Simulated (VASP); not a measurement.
# BaTiO3 (P4/mmm) in VASP: a series of runs, part 3 of 3

VASP 6.6.1. The steps go on from the part before.

## Step 5: Electric field gradients, LDA (zz strain of -1 %)

Input file INCAR:

```
SYSTEM = BaTiO3
PREC     = Accurate       ! precision mode
ENCUT    = 1000           ! plane-wave cutoff, eV
EDIFF    = 1E-8           ! SCF threshold, eV
ISMEAR   = -1             ! smearing method
SIGMA    = 0.05           ! smearing width, eV
LREAL    = .FALSE.        ! projectors in reciprocal space
LASPH    = .TRUE.         ! aspherical terms in the spheres
NELM     = 120            ! most SCF steps
ALGO     = Normal         ! electronic algorithm
ISIF     = 2              ! what is computed and relaxed
LWAVE    = .FALSE.        ! write WAVECAR
LCHARG   = .FALSE.        ! write CHGCAR
GGA      = CA             ! functional
LEFG     = .TRUE.       
NBANDS   = 28             ! bands
GGA_COMPAT= .FALSE.
```

Input file KPOINTS:

```
Automatic mesh
0
G
  8 8 8
  0 0 0
```

Input file POSCAR:

```
BaTiO3
1.0
    4.0073000000      0.0000000000      0.0000000000
    0.0000000000      4.0073000000      0.0000000000
    0.0000000000      0.0000000000      3.9672270000
Ba Ti O
1 1 3
Direct
    0.5000000000      0.5000000000      0.5000000000
    0.0000000000      0.0000000000      0.0000000000
    0.5000000000      0.0000000000      0.0000000000
    0.0000000000      0.5000000000      0.0000000000
    0.0000000000      0.0000000000      0.5000000000
```

Potentials or basis: VASP PAW LDA potentials, release 64 (Ba_sv, Ti_sv, O_h).

On the command line:

```bash
cat potpaw_LDA.64/Ba_sv/POTCAR potpaw_LDA.64/Ti_sv/POTCAR potpaw_LDA.64/O_h/POTCAR > POTCAR
mpirun -np 1 vasp_std > vasp.out
```

OUTCAR:

```text
SYSTEM = BaTiO3
   PREC = Accurate
   ENCUT = 1000
   EDIFF = 1E-8
   ISMEAR = -1
   LREAL = .FALSE.
   LASPH = .TRUE.
   NELM = 120
   ISIF = 2
   GGA = CA

 ion  position               nearest neighbor table
   1  0.500  0.500  0.500-   3 2.82   4 2.82   3 2.82   4 2.82   3 2.82   3 2.82   4 2.82   4 2.82
                             5 2.83   5 2.83   5 2.83   5 2.83   2 3.46   2 3.46   2 3.46   2 3.46
   2  0.000  0.000  0.000-   5 1.98   5 1.98   3 2.00   4 2.00   4 2.00   3 2.00   1 3.46   1 3.46
                             1 3.46   1 3.46   1 3.46   1 3.46   1 3.46   1 3.46
   3  0.500  0.000  0.000-   2 2.00   2 2.00   1 2.82   1 2.82   1 2.82   1 2.82
   4  0.000  0.500  0.000-   2 2.00   2 2.00   1 2.82   1 2.82   1 2.82   1 2.82
   5  0.000  0.000  0.500-   2 1.98   2 1.98   1 2.83   1 2.83   1 2.83   1 2.83

  LATTYP: Found a simple tetragonal cell.
 ALAT       =     4.0073000000
 C/A-ratio  =     0.9900000000

  Lattice vectors:

 A1 = (   4.0073000000,   0.0000000000,   0.0000000000)
 A2 = (   0.0000000000,   4.0073000000,   0.0000000000)
 A3 = (   0.0000000000,   0.0000000000,   3.9672270000)

Analysis of symmetry for initial positions (statically):
=====================================================================
[... 957 lines left out ...]
 -----------------------------------------------------------------------------------
    total drift:                                0.000000      0.000000     -0.000000

  FREE ENERGIE OF THE ION-ELECTRON SYSTEM (eV)
  ---------------------------------------------------
  free  energy   TOTEN  =       -44.1441982104 eV

  energy  without entropy=      -44.1441982057  energy(sigma->0) =      -44.14419821

 Electric field gradients (V/A^2)
---------------------------------------------------------------------
 ion       V_xx      V_yy      V_zz      V_xy      V_xz      V_yz
---------------------------------------------------------------------
   1       0.744     0.744    -1.488     0.000    -0.000     0.000
   2       4.716     4.716    -9.431    -0.000    -0.000     0.000
   3      22.465    -9.590   -12.875     0.000     0.000    -0.000
   4      -9.590    22.465   -12.875     0.000    -0.000     0.000
   5      -8.794    -8.794    17.589    -0.000    -0.000     0.000
---------------------------------------------------------------------

 Electric field gradients after diagonalization (V/A^2)
 (convention: |V_zz| > |V_xx| > |V_yy|)
----------------------------------------------------------------------
 ion       V_xx      V_yy      V_zz     asymmetry (V_yy - V_xx)/ V_zz
----------------------------------------------------------------------
   1       0.744     0.744    -1.488       0.000
   2       4.716     4.716    -9.431       0.000
   3     -12.875    -9.590    22.465       0.146
   4     -12.875    -9.590    22.465       0.146
   5      -8.794    -8.794    17.589       0.000
----------------------------------------------------------------------

           NMR quadrupolar parameters

 Cq : quadrupolar parameter    Cq=e*Q*V_zz/h
 eta: asymmetry parameters     (V_yy - V_xx)/ V_zz
 Q  : nuclear electric quadrupole moment in mb (millibarn)
----------------------------------------------------------------------
 ion       Cq(MHz)       eta       Q (mb)
----------------------------------------------------------------------
   1      -0.004       0.000       1.000
   2      -0.023       0.000       1.000
   3       0.054       0.146       1.000
   4       0.054       0.146       1.000
   5       0.043       0.000       1.000
----------------------------------------------------------------------
```

Run time: 4.8 min. Hardware: 1 thread of Intel Xeon Platinum 8375C at 2.90GHz (Ice Lake), shared host; peak memory 0.48 GiB.

What came out:

* Free energy: -44.1442 eV
* Pressure: -5.7 GPa
* Band gap on the k mesh: 1.65 eV (least direct gap 1.78 eV)
* Largest electric field gradient by atom: Ba -1.5; Ti -9.4; O +22.5, +17.6 (each value once) V/Å²

Stress tensor (GPa, compression positive):
```
-6.35  0.00  0.00
 0.00 -6.35  0.00
 0.00  0.00 -4.38
```

Electric field gradients, principal values (V/Å²):
```csv
atom,least,middle,greatest (by size)
1 Ba,0.744,0.744,-1.488
2 Ti,4.716,4.716,-9.431
3 O,-9.590,-12.875,22.465
4 O,-9.590,-12.875,22.465
5 O,-8.794,-8.794,17.589
```

Caveat: the cell differs from its parent crystal (zz strain of -1 %); the cell stands under tension; without QUAD_EFG the Cq values of the log hold for a quadrupole moment of 1 mb, not for the nuclei; spin-orbit coupling is left out, which moves the levels of the heavy elements. A k mesh can miss the band edges.

## Step 6: Overview

```csv
potentials or basis,cell,cutoff (eV),gap on the mesh (eV),pressure (GPa)
"VASP PAW LDA potentials, release 64 (Ba_sv, Ti_sv, O)","a = 4.087, b = 4.087, c = 4.007 Å, 5 atoms",520,1.54,-13.1
"VASP PAW LDA potentials, release 64 (Ba_sv, Ti_sv, O)","a = 4.128, b = 4.128, c = 4.007 Å, 5 atoms",520,1.48,-15.4
"VASP PAW LDA potentials, release 64 (Ba_sv, Ti_sv, O_h)","a = 4.007, b = 4.007, c = 3.967 Å, 5 atoms",1000,1.65,-5.7
```

Alike in all rows: task electric field gradients; level LDA; no spin polarisation; k mesh 8 × 8 × 8; smearing fermi-dirac 0.05 eV.

Caveats: the cell stands under tension; spin-orbit coupling is left out, which moves the levels of the heavy elements.

Total energies depend on the potentials used, so only differences within one code and one set of settings carry meaning.
